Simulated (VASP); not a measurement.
# Na2F in VASP: further runs

The runs below take Na2F through single point, with PBE+D3(BJ).

All numbers are computed with VASP 6.6.1; they aren't measurements. Logs are shortened: lines on timing, memory, paths and dates and some standing lists are left out, and cuts for length are marked.

## 1. The cell of the first run

The structure is trigonal, space group P3m1 (No. 156). The conventional cell has a = 3.243 Å, b = 3.243 Å, c = 5.540 Å, α = 90.00°, β = 90.00°, γ = 120.00°. Na (site symmetry 3m) has 3 F at 2.15 Å within 2.8 Å. Na (site symmetry 3m) has 3 F at 2.25 Å and 3 Na at 2.97 Å within 3.0 Å. F (site symmetry 3m) has 6 Na at 2.15 to 2.25 Å within 2.8 Å.

## 2. Single point, PBE+D3(BJ)

File INCAR:

```
SYSTEM = Na2F
PREC = Accurate ; ENCUT = 520
EDIFF = 1E-6 ; ISMEAR = 0
SIGMA = 0.1 ; LREAL = .FALSE.
LASPH = .TRUE. ; NELM = 100
ALGO = Normal ; ISIF = 2
LWAVE = .FALSE. ; LCHARG = .TRUE.
GGA = PE ; IVDW = 12
LELF = .TRUE. ; LVHAR = .TRUE.
NBANDS = 18
```

File KPOINTS:

```
regular mesh
0
G
  6 6 4
  0 0 0
```

File POSCAR:

```
Na2F
1.0
    3.2429575900      0.0000000000      0.0000000000
   -1.6214787900      2.8084836500      0.0000000000
    0.0000000000      0.0000000000      5.5404508800
Na F
2 1
Direct
    0.3333333300      0.6666666700      0.4152100500
    0.0000000000      0.0000000000      0.0000000000
    0.6666666700      0.3333333300      0.2247477400
```

Potentials or basis: VASP PAW PBE potentials, release 64 (Na_pv, F).

The run is started by

```sh
> cat potpaw_PBE.64/Na_pv/POTCAR potpaw_PBE.64/F/POTCAR > POTCAR
> mpirun -np 1 vasp_std > vasp.out
```

OUTCAR:

```text
SYSTEM = Na2F
   PREC = Accurate
   ENCUT = 520
   EDIFF = 1E-6
   ISMEAR = 0
   LREAL = .FALSE.
   LASPH = .TRUE.
   NELM = 100
   ISIF = 2
   GGA = PE
   IVDW = 12
 IVDW          = 12

 ion  position               nearest neighbor table
   1  0.333  0.667  0.415-   3 2.15   3 2.15   3 2.15
   2  0.000  0.000  0.000-   3 2.25   3 2.25   3 2.25
   3  0.667  0.333  0.225-   1 2.15   1 2.15   1 2.15   2 2.25   2 2.25   2 2.25

  LATTYP: Found a hexagonal cell.
 ALAT       =     3.2429575900
 C/A-ratio  =     1.7084561627

  Lattice vectors:

 A1 = (   3.2429575900,   0.0000000000,   0.0000000000)
 A2 = (  -1.6214787900,   2.8084836500,   0.0000000000)
 A3 = (   0.0000000000,   0.0000000000,   5.5404508800)

Analysis of symmetry for initial positions (statically):
=====================================================================
 Subroutine PRICEL returns:
 Original cell was already a primitive cell.

 Routine SETGRP: Setting up the symmetry group for a
 hexagonal supercell.

 Subroutine GETGRP returns: Found  6 space group operations
 (whereof  6 operations were pure point group operations)
 out of a pool of 24 trial point group operations.

The static configuration has the point symmetry C_3v.

Analysis of symmetry for dynamics (positions and initial velocities):
=====================================================================
 Subroutine PRICEL returns:
 Original cell was already a primitive cell.

 Routine SETGRP: Setting up the symmetry group for a
 hexagonal supercell.

 Subroutine GETGRP returns: Found  6 space group operations
 (whereof  6 operations were pure point group operations)
 out of a pool of 24 trial point group operations.

The dynamic configuration has the point symmetry C_3v.

 Subroutine INISYM returns: Found  6 space group operations
 (whereof  6 operations are pure point group operations),
 and found     1 'primitive' translations

----------------------------------------------------------------------------------------

                                     Primitive cell

  volume of cell :      50.4613

  direct lattice vectors                    reciprocal lattice vectors
     3.242957590  0.000000000  0.000000000     0.308360493  0.178032013  0.000000000
    -1.621478790  2.808483650  0.000000000     0.000000000  0.356064028  0.000000000
     0.000000000  0.000000000  5.540450880     0.000000000  0.000000000  0.180490726
[... 83 lines left out ...]
   ENCUT  =  520.0 eV  38.22 Ry    6.18 a.u.   6.03  6.03 10.30*2*pi/ulx,y,z
   NELM   =    100;   NELMIN=  2; NELMDL= -5     # of ELM steps
   EDIFF  = 0.1E-05   stopping-criterion for ELM
   LREAL  =      F    real-space projection
   EDIFFG = 0.1E-04   stopping-criterion for IOM
   NSW    =      0    number of steps for IOM
   IBRION =     -1    ionic relax: 0-MD 1-quasi-New 2-CG
   NFREE  =      0    steps in history (QN), initial steepest desc. (CG)
   ISIF   =      2    stress and relaxation
   ISYM   =      2    0-nonsym 1-usesym 2-fastsym
   POTIM  = 0.5000    time-step for ionic-motion
   TEBEG  =    0.0;   TEEND  =   0.0 temperature during run
   PSTRESS=    0.0 pullay stress
   NELECT =      21.0000    total number of electrons
   NUPDOWN=      -1.0000    fix difference up-down
   EMIN   =  10.00;   EMAX   =-10.00  energy-range for DOS
   EFERMI =   0.00;   METHOD = LEGACY
   ISMEAR =     0;   SIGMA  =   0.10  broadening in eV -4-tet -1-fermi 0-gaus
   EFERMI_NEDOS =   21; number of points for ismear=-14 and -15
   IALGO  =     38    algorithm
   IMIX   =      4    mixing-type and parameters
     AMIX     =   0.40;   BMIX     =  1.00
     AMIX_MAG =   1.60;   BMIX_MAG =  1.00
  volume/ion in A,a.u.               =      16.82       113.51
  Fermi-wavevector in a.u.,A,eV,Ry     =   1.222255  2.309727 20.325844  1.493907
  Thomas-Fermi vector in A             =   2.357408
   LORBIT       =      0    0 simple, 1 ext, 2 COOP (PROOUT), +10 PAW based schemes
   GGA     = PE    functional components
   LHFCALC =     F    Hartree Fock is set to
   AEXX    =    0.0000 exact exchange contribution
   IVDW    =    12    specifies the selected vdW correction
   LEPSILON=     F    determine dielectric tensor
   LRPA    =     F    only Hartree local field effects (RPA)
 non-spin polarized calculation
 Gauss-broadening in eV      SIGMA  =   0.10
  energy-cutoff  :      520.00
  volume of cell :       50.46
 maximum number of plane-waves:      1392
   NGX = 13   NGY = 13   NGZ = 21

 number of electron      21.0000000 magnetization

 Free energy of the ion-electron system (eV)
  ---------------------------------------------------
  ext. energy  EPLUGINS =         0.00000000
  ---------------------------------------------------
  free energy    TOTEN  =        -9.24109868 eV

  energy without entropy =       -9.23889189  energy(sigma->0) =       -9.23999528

 E-fermi :   2.8688     XC(G=0):  -8.3266

 val. band max:        2.6671192386   @ k =   0.3333   0.0000   0.2500
 cond. band min:       2.8986334887   @ k =   0.3333   0.0000   0.5000
 fundamental gap:      0.2315142501
 Fermi energy:         2.8687539028

 k-point     1 :       0.0000    0.0000    0.0000
  band No.  band energies     occupation
      1     -23.4113      2.00000
      2     -22.2440      2.00000
      3     -22.2440      2.00000
      4     -22.1598      2.00000
      5     -22.1098      2.00000
      6     -22.1098      2.00000
[... 481 lines left out ...]
      5     -22.1613      2.00000
      6     -22.1308      2.00000
[... 10 lines left out ...]
     17      15.7144      0.00000
     18      15.9677      0.00000

------------------------ aborting loop because EDIFF is reached ----------------------------------------

 Edisp (eV)   -0.55664

 E8    (eV) :    -0.2539

  FORCE on cell =-STRESS in cart. coord.  units (eV):
  Direction    XX          YY          ZZ          XY          YZ          ZX
  --------------------------------------------------------------------------------------
  -------------------------------------------------------------------------------------
  Total       2.20007     2.20007     2.17499     0.00000     0.00000    -0.00000
  in kB      69.85374    69.85374    69.05737     0.00000     0.00000    -0.00000
  external pressure =       69.59 kB  Pullay stress =        0.00 kB

 VOLUME and BASIS-vectors are now :
 -----------------------------------------------------------------------------
  energy-cutoff  :      520.00
  volume of cell :       50.46
      direct lattice vectors                 reciprocal lattice vectors
     3.242957590  0.000000000  0.000000000     0.308360493  0.178032013  0.000000000
    -1.621478790  2.808483650  0.000000000     0.000000000  0.356064028  0.000000000
     0.000000000  0.000000000  5.540450880     0.000000000  0.000000000  0.180490726

 POSITION                                       TOTAL-FORCE (eV/Angst)
 -----------------------------------------------------------------------------------
     -0.00000      1.87232      2.30045        -0.000000     -0.000000      1.404768
      0.00000      0.00000      0.00000        -0.000000     -0.000000     -1.014234
      1.62148      0.93616      1.24520         0.000000      0.000000     -0.390534
 -----------------------------------------------------------------------------------
    total drift:                               -0.000026      0.000015      0.000069

  FREE ENERGIE OF THE ION-ELECTRON SYSTEM (eV)
  ---------------------------------------------------
  free  energy   TOTEN  =        -9.7977348931 eV

  energy  without entropy=       -9.7955280945  energy(sigma->0) =       -9.79663149
```

stdout:

```text
POSCAR found type information on POSCAR NaF
 POSCAR found :  2 types and       3 ions
 scaLAPACK will be used
 LDA part: xc-table for (Slater+PW92), standard interpolation
 POSCAR, INCAR and KPOINTS ok, starting setup
 FFT: planning ... GRIDC
 FFT: planning ... GRID_SOFT
 FFT: planning ... GRID
 WAVECAR not read
 entering main loop
```

It took 7.7 s on 1 thread of Intel Xeon 6975P-C (Granite Rapids), shared host; peak memory 0.16 GiB.

Results:

```yaml
Free_energy: -9.7977 eV
Pressure: 7.0 GPa
Largest_force: 1.405 eV/Å
Dispersion_energy_per_atom: -0.186 eV
```

Forces in eV/Å, atoms in the order of the input:
```
Na   0.000  0.000  1.405
Na   0.000  0.000 -1.014
F    0.000  0.000 -0.391
```

Stress tensor (GPa, compression positive):
```
6.99 0.00 0.00
0.00 6.99 0.00
0.00 0.00 6.91
```

Caveat: the k points lie up to 0.37 Å⁻¹ apart; an odd number of electrons without spin polarisation forces a metal; a magnetic or distorted state may lie lower; pairwise dispersion overbinds metals, which lowers pressure and volume.

## 3. Single point, PBE+D3(BJ)

This run uses another cell than the first one, of 18.94 Å³/atom, 1.126 times its volume.

File INCAR:

```
SYSTEM = Na2F
  PREC = Accurate
  ENCUT = 520
  EDIFF = 1E-6
  ISMEAR = 0
  SIGMA = 0.1
  LREAL = .False.
  LASPH = .True.
  NELM = 100
  ALGO = Normal
  ISIF = 2
  LWAVE = .False.
  LCHARG = .False.
  GGA = PE
  IVDW = 12
  NBANDS = 18
```

File KPOINTS:

```
regular mesh
0
Gamma
  6 6 4
  0 0 0
```

File POSCAR:

```
Na2F
1.0
    3.3491591035     -0.0000000030      0.0000000000
   -1.6745795492      2.9004568664      0.0000000000
    0.0000000000      0.0000000000      5.8486753770
Na F
2 1
Direct
    0.3333333333      0.6666666667      0.4456406459
    0.0000000000      0.0000000000     -0.0190116740
    0.6666666667      0.3333333333      0.2133288181
```

Potentials or basis: VASP PAW PBE potentials, release 64 (Na_pv, F).

The run is started by

```sh
> cat potpaw_PBE.64/Na_pv/POTCAR potpaw_PBE.64/F/POTCAR > POTCAR
> mpirun -np 1 vasp_std > vasp.out
```

It took 14 s on 1 thread of Intel Xeon 6975P-C (Granite Rapids), shared host; peak memory 0.19 GiB.

The run converged. Its results:

| Property | Result |
| --- | --- |
| Free energy | -10.0986 eV |
| Pressure | 0.0 GPa |
| Largest force | 0.019 eV/Å |
| Dispersion energy per atom | -0.165 eV |

Forces in eV/Å, atoms in the order of the input:
```
Na   0.000  0.000  0.019
Na   0.000  0.000 -0.019
F    0.000  0.000  0.000
```

Stress tensor (GPa, compression positive):
```
 0.02  0.00  0.00
 0.00  0.02  0.00
 0.00  0.00 -0.14
```

Levels at points of the mesh, in eV from the Fermi level:
```tsv
k point	band 9	band 10	band 11	band 12	band 13	band 14
(0.00, 0.00, 0.00)	-5.56	-5.56	-2.46	3.03	3.28	11.56
(0.50, 0.00, 0.00)	-5.96	-5.75	1.85	2.13	5.41	7.09
(0.00, 0.00, 0.50)	-5.56	-5.56	-1.63	0.46	6.92	8.13
(0.50, 0.00, 0.50)	-5.98	-5.75	2.02	2.35	5.14	5.26
```

Caveat: the k points lie up to 0.36 Å⁻¹ apart; an odd number of electrons without spin polarisation forces a metal; a magnetic or distorted state may lie lower; pairwise dispersion overbinds metals, which lowers pressure and volume.
